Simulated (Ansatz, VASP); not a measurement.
## Rh in VASP and in Ansatz

The input INCAR:

```
ALGO     = Normal         # electronic algorithm
EDIFF    = 1E-6           # SCF threshold, eV
ENCUT    = 620            # plane-wave cutoff, eV
GGA      = PE             # functional
GGA_COMPAT= F            
ISIF     = 2              # what is computed and relaxed
ISMEAR   = 0              # smearing method
ISPIN    = 2              # spin polarisation
LASPH    = T              # aspherical terms in the spheres
LCHARG   = T              # write CHGCAR
LELF     = T              # ELF
LMAXMIX  = 4              # l up to which the mixer works
LORBIT   = 11             # projections on sites
LREAL    = F              # projectors in reciprocal space
LVHAR    = T            
LWAVE    = F              # write WAVECAR
MAGMOM   = 1              # initial moments
NBANDS   = 18             # bands
NELM     = 200            # most SCF steps
PREC     = Accurate       # precision mode
SIGMA    = 0.1            # smearing width, eV
```

KPOINTS

```
k-points
0
Gamma
  6 6 6
```

POSCAR

```
Rh
1.0
    2.6371196821      0.0000000000      0.0000000000
   -1.3185598411      2.2838126375      0.0000000000
    0.0000000000      0.0000000000      2.5520144649
Rh
1
Direct
    0.0000000000      0.0000000000      0.0000000000
```

Input for Ansatz:

```yaml
crystal:
  lattice:
    - [2.6371196821, 0.0, 0.0]
    - [-1.3185598411, 2.2838126375, 0.0]
    - [0.0, 0.0, 2.5520144649]
  atoms:
    - { symbol: Rh, position: [0.0, 0.0, 0.0], spin: 1.0 }
basis:
  ecutwfc: 420
kpoints:
  mp_grid: { grid: [6, 6, 6] }
hamiltonian:
  xc: pbe
scf:
  occupations: { method: gaussian, width: 0.1 }
  lower_state_search: "off"
output:
  forces: true
  stress: true
  eigenvalues: true
  populations: true
magnetization:
  spin_polarized: true
```

Alike in both runs: task single point; functional PBE; k mesh 6 × 6 × 6; occupations gaussian, width 0.1 eV; collinear spin.

|  | VASP | Ansatz |
| --- | --- | --- |
| version | VASP 6.6.1 | Ansatz 0.2.0 |
| potentials or method | VASP PAW PBE potentials, release 64 (Rh_sv_GW), cutoff 620 eV | scalar-relativistic, plane waves, PAW |
| valence electrons in the cell | 17 | 17 |

|  | VASP | Ansatz | Ansatz less VASP |
| --- | --- | --- | --- |
| gap on the k mesh at the Fermi level (eV) | none | none | - |
| pressure (GPa) | 0.7 | 1.2 | +0.48 |
| traceless stress, the component that is largest in VASP (GPa) | 3.00 | 3.05 | +0.051 |
| net moment per atom (μB) | 0.00 | 0.00 | 0.000 |

A gap of «none» marks a metal or a gap that the smearing closes. Ansatz's warnings: seeded moment not kept.

The k mesh is coarse, so the values compare programs but aren't converged.
